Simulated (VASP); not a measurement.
Set up this calculation in VASP 6.6.1, as the native input.

| Property | Result |
| --- | --- |
| Task | single point |
| Functional | PBE |
| Potentials or basis | VASP PAW PBE potentials, release 64 (Zr_sv, Si, O) |
| Cutoff | 520 eV |
| k mesh | 6 × 6 × 6 |
| Occupations | gaussian, width 0.1 eV |
| Spin | no spin polarisation |
| Dipole correction | no |
| Further INCAR settings | ALGO = Normal; EDIFF = 1e-06; NBANDS = 38 |

The structure of ZrSi2O6 lies in POSCAR:

```
ZrSi2O6
1.0
   -1.6864006635      1.6864006635      7.2528078221
    1.6864006635     -1.6864006635      7.2528078221
    1.6864006635      1.6864006635     -7.2528078221
Zr Si O
1 2 6
Direct
    0.5000000000      0.5000000000      0.0000000000
    0.8293546370      0.8293546370      0.0000000000
    0.1706453630      0.1706453630      0.0000000000
    0.9073568776      0.4073568776      0.5000000000
    0.5926431224      0.0926431224      0.5000000000
    0.2500000000      0.7500000000      0.5000000000
    0.0926431224      0.5926431224      0.5000000000
    0.7500000000      0.2500000000      0.5000000000
    0.4073568776      0.9073568776      0.5000000000
```

One way to write it, as run:

INCAR

```
SYSTEM = ZrSi2O6
  ALGO = Normal
  EDIFF = 1E-6
  ENCUT = 520
  GGA = PE
  ISIF = 2
  ISMEAR = 0
  LASPH = .True.
  LCHARG = .False.
  LREAL = .False.
  LWAVE = .False.
  NBANDS = 38
  NELM = 80
  PREC = Accurate
  SIGMA = 0.1
```

KPOINTS

```
k-points
0
Gamma
  6 6 6
  0 0 0
```

Potentials or basis: VASP PAW PBE potentials, release 64 (Zr_sv, Si, O).

The run is started by

```bash
$ cat potpaw_PBE.64/Zr_sv/POTCAR potpaw_PBE.64/Si/POTCAR potpaw_PBE.64/O/POTCAR > POTCAR
$ mpirun -np 1 vasp_std > vasp.out
```

It gave:

```json
{
 "Pressure": "0.4 GPa",
 "Largest force": "0.005 eV/Å",
 "Band gap on the k mesh": "0.32 eV (least direct gap 0.59 eV)"
}
```

Wall time 2.2 min on 1 thread of Intel(R) Xeon(R) 6975P-C (Granite Rapids), on a shared host, peak memory 0.51 GiB.
